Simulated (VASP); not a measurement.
Set up this calculation in VASP 6.6.1, as the native input.

```yaml
Task: relaxation of cell and atoms
Functional: PBE
Potentials_or_basis: VASP PAW PBE potentials, release 64 (Si, Bi_d, S)
Cutoff: 600 eV
k_mesh: 4 × 4 × 4
Occupations: gaussian, width 0.1 eV
Spin: no spin polarisation
Dipole_correction: no
Further_INCAR_settings: ALGO = Normal; EDIFF = 1e-06; IBRION = 2; EDIFFG = -0.04; NSW = 90; ISIF = 3
```

The structure of SiBiS lies in POSCAR:

```
SiBiS
1.0
    4.2354600800      0.0000000000      0.0000000000
    0.0000000000      4.2354600800      0.0000000000
    0.0000000000      0.0000000000      4.3478083500
Si Bi S
1 1 1
Direct
    0.0000000000      0.0000000000      0.0000000000
    0.0000000000      0.0000000000      0.5000000000
    0.5000000000      0.5000000000      0.0000000000
```

The cell was generated, and may not be a known phase.

One way to write it, as run:

INCAR

```
SYSTEM = SiBiS
PREC = Accurate
ENCUT = 600
EDIFF = 1E-6
ISMEAR = 0
SIGMA = 0.1
LREAL = .False.
LASPH = .True.
NELM = 60
ALGO = Normal
ISIF = 3
LWAVE = .False.
LCHARG = .False.
GGA = PE
IBRION = 2
NSW = 90
EDIFFG = -0.04
```

KPOINTS

```
Automatic mesh
0
Gamma
  4 4 4
  0 0 0
```

Potentials or basis: VASP PAW PBE potentials, release 64 (Si, Bi_d, S).

The run is started by

```console
$ cat potpaw_PBE.64/Si/POTCAR potpaw_PBE.64/Bi_d/POTCAR potpaw_PBE.64/S/POTCAR > POTCAR
$ mpirun -np 1 vasp_std > vasp.out
```

It gave:

```json
{
  "Relaxed volume": "22.37 Å³/atom",
  "Relaxed cell": "a = 3.421 Å, b = 3.421 Å, c = 5.735 Å, α = 90.00°, β = 90.00°, γ = 90.00°",
  "Space group after relaxing (to 0.1 Å)": "P4/mmm (No. 123)",
  "Energy gained by relaxing": "1692.1 meV/atom",
  "Ionic steps": "10",
  "Pressure after relaxing": "0.1 GPa",
  "Band gap on the k mesh": "zero (an odd number of electrons rules out a gap without spin polarisation)"
}
```

Caveat: the k points lie up to 0.46 Å⁻¹ apart in the final cell, too coarse for converged energies and pressures of a metal; a cell axis changed by over 15 % at a fixed basis, so the end point is rough; spin-orbit coupling is left out, which moves the levels of the heavy elements.

Wall time 4.5 min on 1 thread of Intel Xeon 8259CL (shared host), peak memory 0.23 GiB.
